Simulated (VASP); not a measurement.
# Zn15Se16 (a cell with a defect) in VASP: single point with PBE

Aim: the single point of Zn15Se16 (a cell with a defect) with PBE.

Everything below comes from runs of VASP 6.6.1. Logs are shortened: lines on timing, memory, paths and dates and some standing lists are left out, and cuts for length are marked.

### 1 The cell of the first run

The cell holds a defect, 31 atoms: a = 9.928 Å, b = 9.928 Å, c = 9.928 Å, α = 109.47°, β = 109.47°, γ = 109.47°.

### 2 Single point, PBE

INCAR

```
SYSTEM = Zn15Se16
ALGO     = Normal         ! electronic algorithm
EDIFF    = 1E-6           ! SCF threshold, eV
ENCUT    = 520            ! plane-wave cutoff, eV
GGA      = PE             ! functional
ISIF     = 2              ! what is computed and relaxed
ISMEAR   = 0              ! smearing method
LASPH    = .True.         ! aspherical terms in the spheres
LCHARG   = .False.        ! write CHGCAR
LREAL    = Auto         
LWAVE    = .False.        ! write WAVECAR
NBANDS   = 159            ! bands
NELECT   = 278.0        
NELM     = 100            ! most SCF steps
PREC     = Accurate       ! precision mode
SIGMA    = 0.02           ! smearing width, eV
```

KPOINTS

```
Automatic mesh
0
Gamma
  2 2 2
  0.5 0.5 0.5
```

POSCAR

```
Zn15Se16
1.0
   -5.7317611784     -5.7317611784      5.7317611784
    5.7317611784      5.7317611784      5.7317611784
   -5.7317611784      5.7317611784     -5.7317611784
Zn Se
15 16
Direct
    0.2499999486      0.5696243961      0.0696241500
    0.5136425626      0.4997730036     -0.0002269808
    0.7620464922      0.5064225305      0.7513733329
    0.4848942434      0.7360000476      0.7484279904
    0.2500000358      0.0031209430      0.7625064730
    0.0151056538      0.5011057528      0.5135336956
    0.7379534611      0.7393267738      0.4943760586
    0.5039916895      0.0106385277      0.5106385994
    0.2500000358      0.2625064885      0.5031209275
   -0.0039916178      0.7566468429      0.2566469457
    0.7379535484     -0.0056239259      0.2393268766
    0.4848942434      0.2484280059      0.2360000631
    0.0151056538      0.0135337111      0.0011057683
    0.7620464922      0.2513733485      0.0064225460
   -0.0136425782      0.2361303896      0.7361304612
    0.0146089478      0.2669203151      0.0031765978
    0.2500000358      0.2482944519      0.7482944363
    0.0146089478      0.5031764950      0.7669203868
    0.5040848546      0.2604032083      0.5027521054
    0.2500000358      0.5019998061      0.4880075099
   -0.0040848701      0.7486671839      0.5063183740
    0.7500000203      0.2553181220      0.2553181220
    0.4853910366      0.5023114031      0.2385675986
    0.2500000358      0.7753620330      0.2753615252
   -0.0040848701      0.0063183896      0.2486671994
    0.7591635214      0.5008699614      0.0008700642
    0.4853910366      0.7385675830      0.0023114187
    0.2500000358     -0.0119924745      0.0019998216
    0.7500000203      0.7553181065      0.7553181065
    0.5040848546      0.0027520337      0.7604032800
    0.7408364319     -0.0082935242      0.4917064602
```

Potentials or basis: VASP PAW PBE potentials, release 64 (Zn, Se).

Started as:

```console
$ cat potpaw_PBE.64/Zn/POTCAR potpaw_PBE.64/Se/POTCAR > POTCAR
$ mpirun -np 1 vasp_std > vasp.out
```

OUTCAR:

```text
SYSTEM = Zn15Se16
   EDIFF = 1E-6
   ENCUT = 520
   GGA = PE
   ISIF = 2
   ISMEAR = 0
   LASPH = .True.
   LREAL = Auto
   NELECT = 278.0
   NELM = 100
   PREC = Accurate

 ion  position               nearest neighbor table
   1  0.250  0.570  0.070-  24 2.36  18 2.81  27 2.81  23 2.81  16 2.81
   2  0.514  0.500  1.000-  26 2.43  23 2.47  27 2.47  17 2.54
   3  0.762  0.506  0.751-  18 2.47  19 2.49  29 2.50  26 2.51
   4  0.485  0.736  0.748-  20 2.43  27 2.51  30 2.55  29 2.55
   5  0.250  0.003  0.763-  28 2.43  17 2.48  30 2.53  21 2.53
   6  0.015  0.501  0.514-  20 2.43  18 2.51  21 2.55  22 2.55
   7  0.738  0.739  0.494-  23 2.47  21 2.49  29 2.50  31 2.51
[... 10 lines left out ...]
  18  0.015  0.503  0.767-  15 2.47   3 2.47   6 2.51   1 2.81
  19  0.504  0.260  0.503-   3 2.49   8 2.51   9 2.53  12 2.55
  20  0.250  0.502  0.488-   4 2.43   6 2.43   9 2.43
  21  0.996  0.749  0.506-   7 2.49  10 2.51   5 2.53   6 2.55
  22  0.750  0.255  0.255-  11 2.50  14 2.50   6 2.55  12 2.55
  23  0.485  0.502  0.239-   2 2.47   7 2.47  12 2.51   1 2.81
  24  0.250  0.775  0.275-   1 2.36  10 2.40   8 2.40
  25  0.996  0.006  0.249-  11 2.49  10 2.51   9 2.53  13 2.55
  26  0.759  0.501  0.001-   2 2.43  10 2.48  14 2.51   3 2.51
  27  0.485  0.739  0.002-   2 2.47  11 2.47   4 2.51   1 2.81
  28  0.250  0.988  0.002-  12 2.43  13 2.43   5 2.43
  29  0.750  0.755  0.755-   7 2.50   3 2.50  13 2.55   4 2.55
  30  0.504  0.003  0.760-  14 2.49   8 2.51   5 2.53   4 2.55
  31  0.741  0.992  0.492-  15 2.43   8 2.48  11 2.51   7 2.51

  LATTYP: Found a body centered cubic cell.
 ALAT       =    11.4635223568

  Lattice vectors:

 A1 = (  -5.7317611784,  -5.7317611784,   5.7317611784)
 A2 = (   5.7317611784,   5.7317611784,   5.7317611784)
 A3 = (  -5.7317611784,   5.7317611784,  -5.7317611784)

Analysis of symmetry for initial positions (statically):
=====================================================================
 Subroutine PRICEL returns:
 Original cell was already a primitive cell.

 Routine SETGRP: Setting up the symmetry group for a
 body centered cubic supercell.

 Subroutine GETGRP returns: Found  4 space group operations
 (whereof  1 operations were pure point group operations)
 out of a pool of 48 trial point group operations.

The static configuration has the point symmetry C_1 .
 The point group associated with its full space group is C_2v.

Analysis of symmetry for dynamics (positions and initial velocities):
[... 154 lines left out ...]
   ISIF   =      2    stress and relaxation
   ISYM   =      2    0-nonsym 1-usesym 2-fastsym
   POTIM  = 0.5000    time-step for ionic-motion
   TEBEG  =    0.0;   TEEND  =   0.0 temperature during run
   PSTRESS=    0.0 pullay stress
   NELECT =     278.0000    total number of electrons
   NUPDOWN=      -1.0000    fix difference up-down
   EMIN   =  10.00;   EMAX   =-10.00  energy-range for DOS
   EFERMI =   0.00;   METHOD = LEGACY
   ISMEAR =     0;   SIGMA  =   0.02  broadening in eV -4-tet -1-fermi 0-gaus
   EFERMI_NEDOS =   21; number of points for ismear=-14 and -15
   IALGO  =     38    algorithm
   IMIX   =      4    mixing-type and parameters
     AMIX     =   0.40;   BMIX     =  1.00
     AMIX_MAG =   1.60;   BMIX_MAG =  1.00
  volume/ion in A,a.u.               =      24.30       163.97
  Fermi-wavevector in a.u.,A,eV,Ry     =   1.174307  2.219119 18.762395  1.378997
  Thomas-Fermi vector in A             =   2.310706
   LORBIT       =      0    0 simple, 1 ext, 2 COOP (PROOUT), +10 PAW based schemes
   GGA     = PE    functional components
   LHFCALC =     F    Hartree Fock is set to
   AEXX    =    0.0000 exact exchange contribution
   IVDW    =     0    specifies the selected vdW correction
   LEPSILON=     F    determine dielectric tensor
   LRPA    =     F    only Hartree local field effects (RPA)
 non-spin polarized calculation
 Gauss-broadening in eV      SIGMA  =   0.02
  energy-cutoff  :      520.00
  volume of cell :      753.22
 maximum number of plane-waves:     20329
 NGX is ok and might be reduce to    80
   NGX = 37   NGY = 37   NGZ = 37

 number of electron     277.9999921 magnetization

 Free energy of the ion-electron system (eV)
  ---------------------------------------------------
  ext. energy  EPLUGINS =         0.00000000
  ---------------------------------------------------
  free energy    TOTEN  =       -88.68603837 eV

  energy without entropy =      -88.68603837  energy(sigma->0) =      -88.68603837

 E-fermi :   1.4557     XC(G=0):  -9.1120

 val. band max:        1.3578248454   @ k =   0.2500   0.2500   0.2500
 cond. band min:       3.0590082559   @ k =   0.2500   0.2500   0.2500
 fundamental gap:      1.7011834105
 Fermi energy:         1.4556768935

 k-point     1 :       0.2500    0.2500    0.2500
  band No.  band energies     occupation
      1     -11.5672      2.00000
      2     -11.5621      2.00000
      3     -11.4017      2.00000
      4     -11.3795      2.00000
      5     -11.1271      2.00000
      6     -11.1171      2.00000
[... 451 lines left out ...]
    150       5.1076      0.00000
    151       5.1580      0.00000
 [bands above 151 left out]

------------------------ aborting loop because EDIFF is reached ----------------------------------------

  FORCE on cell =-STRESS in cart. coord.  units (eV):
  Direction    XX          YY          ZZ          XY          YZ          ZX
  --------------------------------------------------------------------------------------
  -------------------------------------------------------------------------------------
  Total        9.6639877     14.5284665      9.6639877      0.0000000      0.0000000     -1.1431173
  in kB       20.5561937     30.9033889     20.5561937      0.0000000      0.0000000     -2.4315160
  external PRESSURE =      24.0052587 kB  Pullay stress =       0.0000000 kB

 VOLUME and BASIS-vectors are now :
 -----------------------------------------------------------------------------
  energy-cutoff  :      520.00
  volume of cell :      753.22
      direct lattice vectors                 reciprocal lattice vectors
    -5.731761178 -5.731761178  5.731761178    -0.087233223  0.000000000  0.087233223
     5.731761178  5.731761178  5.731761178     0.000000000  0.087233223  0.087233223
    -5.731761178  5.731761178 -5.731761178    -0.087233223  0.087233223  0.000000000

 POSITION                                       TOTAL-FORCE (eV/Angst)
 -----------------------------------------------------------------------------------
      1.43294      2.23108      4.29882        -0.000000     -0.028670      0.000000
     -5.80996      5.65096      0.07820         0.012445      0.011362     -0.012445
     -5.77187      2.84152      2.96387        -0.012792      0.005619     -0.018289
     -2.85053      5.72909      2.70806        -0.015305      0.012350      0.004428
     -5.78556      2.95545     -2.91968        -0.015709     -0.008635     -0.015709
     -0.15782      5.72909      0.01535         0.004428      0.012350     -0.015305
[... 23 lines left out ...]
     -7.23197      1.48493     -1.45338         0.001998     -0.006505      0.002157
     -1.38042      4.25627      7.11218        -0.007655     -0.039824      0.007655
 -----------------------------------------------------------------------------------
    total drift:                                0.001272      0.037249     -0.003485

  FREE ENERGIE OF THE ION-ELECTRON SYSTEM (eV)
  ---------------------------------------------------
  free  energy   TOTEN  =       -88.6860383655 eV

  energy  without entropy=      -88.6860383655  energy(sigma->0) =      -88.68603837
```

OSZICAR:

```text
N       E                     dE             d eps       ncg     rms          rms(c)
DAV:   1     0.256813639911E+04    0.25681E+04   -0.12024E+05   954   0.196E+03
DAV:   2     0.385323634759E+03   -0.21828E+04   -0.21283E+04   954   0.486E+02
DAV:   3    -0.579261120246E+02   -0.44325E+03   -0.42874E+03  1040   0.187E+02
DAV:   4    -0.934724517391E+02   -0.35546E+02   -0.35244E+02  1060   0.513E+01
DAV:   5    -0.942375724987E+02   -0.76512E+00   -0.76096E+00  1068   0.730E+00    0.178E+01
DAV:   6    -0.886371308255E+02    0.56004E+01   -0.12368E+01  1364   0.356E+01    0.137E+01
DAV:   7    -0.887452702614E+02   -0.10814E+00   -0.11867E+01  1076   0.790E+00    0.522E+00
DAV:   8    -0.886852318077E+02    0.60038E-01   -0.12646E+00  1196   0.931E+00    0.194E+00
DAV:   9    -0.886830115523E+02    0.22203E-02   -0.19582E-01  1204   0.548E+00    0.478E-01
DAV:  10    -0.886838214384E+02   -0.80989E-03   -0.33194E-02  1140   0.189E+00    0.245E-01
DAV:  11    -0.886852872830E+02   -0.14658E-02   -0.12711E-02  1052   0.614E-01    0.158E-01
DAV:  12    -0.886861072597E+02   -0.81998E-03   -0.33780E-03  1228   0.627E-01    0.751E-02
DAV:  13    -0.886860188733E+02    0.88386E-04   -0.20053E-03  1156   0.353E-01    0.429E-02
DAV:  14    -0.886860222553E+02   -0.33820E-05   -0.18798E-04  1188   0.866E-02    0.231E-02
DAV:  15    -0.886860350029E+02   -0.12748E-04   -0.70413E-05  1188   0.718E-02    0.138E-02
DAV:  16    -0.886860378550E+02   -0.28521E-05   -0.49490E-05  1036   0.572E-02    0.769E-03
DAV:  17    -0.886860383655E+02   -0.51050E-06   -0.25049E-06   692   0.105E-02
   1 F= -.88686038E+02 E0= -.88686038E+02  d E =-.113356E-12
```

Run time: 21 min. Hardware: 1 thread of Oxide Virtual Turin-like, shared host; peak memory 1 GiB.

Results:

* Free energy: -88.6860 eV
* Largest force: 0.041 eV/Å

Forces in eV/Å, atoms in the order of the input:
```
Zn   0.000 -0.029  0.000
Zn   0.012  0.011 -0.012
Zn  -0.013  0.006 -0.018
Zn  -0.015  0.012  0.004
Zn  -0.016 -0.009 -0.016
Zn   0.004  0.012 -0.015
Zn   0.013  0.006  0.018
Zn  -0.003  0.037  0.003
Zn   0.016 -0.009  0.016
Zn   0.003  0.037 -0.003
Zn  -0.018  0.006 -0.013
Zn  -0.004  0.012  0.015
Zn   0.015  0.012 -0.004
Zn   0.018  0.006  0.013
Zn  -0.012  0.011  0.012
Se  -0.013  0.001  0.016
Se   0.000 -0.004  0.000
Se  -0.016  0.001  0.013
Se  -0.002 -0.007 -0.002
Se   0.022 -0.026  0.022
Se   0.002 -0.007  0.002
Se   0.000  0.027  0.000
Se   0.016  0.001 -0.013
Se   0.000 -0.020  0.000
Se  -0.002 -0.007 -0.002
Se   0.008 -0.040 -0.008
Se   0.013  0.001 -0.016
Se  -0.022 -0.026 -0.022
Se   0.000  0.027  0.000
Se   0.002 -0.007  0.002
Se  -0.008 -0.040  0.008
```

Levels at points of the mesh, in eV from the Fermi level:
```
           k point  band 136  band 137  band 138  band 139  band 140  band 141  band 142  band 143
(0.25, 0.25, 0.25)     -0.54     -0.54     -0.53     -0.10      1.60      2.29      2.34      2.45
```

Caveat: the cell carries a net charge on a neutralising background, which shifts energy and pressure; the cell is charged against a uniform background, so pressure and absolute levels hang on convention.
